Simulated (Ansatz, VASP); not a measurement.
## Pd in VASP and in Ansatz

```xyz
1
Lattice="0.0000 1.9737 1.9737 1.9737 0.0000 1.9737 1.9737 1.9737 0.0000" Properties=species:S:1:pos:R:3 pbc="T T T"
Pd    0.0000    0.0000    0.0000
```

Alike in both runs: task single point; functional PBE; k mesh 14 × 14 × 14; occupations methfessel-paxton of order 1, width 0.3 eV; collinear spin.

```csv
,VASP,Ansatz
version,VASP 6.6.1,Ansatz 0.2.0
potentials or method,"VASP PAW PBE potentials, release 64 (Pd), cutoff 500 eV","plane waves (420 eV) with PAW, scalar-relativistic"
valence electrons in the cell,10,18
```

|  | VASP | Ansatz | Ansatz less VASP |
| --- | --- | --- | --- |
| pressure (GPa) | -0.4 | -0.2 | +0.23 |
| net moment per atom (μB) | 0.31 | 0.31 | 0.000 |
| size of the moment on the site where the two differ most (μB) | 0.31 | 0.31 | +0.005 |

Site moments also hang on the region over which each program counts them. The functional is the same, so the differences come from potentials, cutoffs and numerics. VASP's potentials hold 10 valence electrons a cell and Ansatz's 18, so a difference there can come from the potentials and not from the codes. Ansatz's warnings: stability check not made.
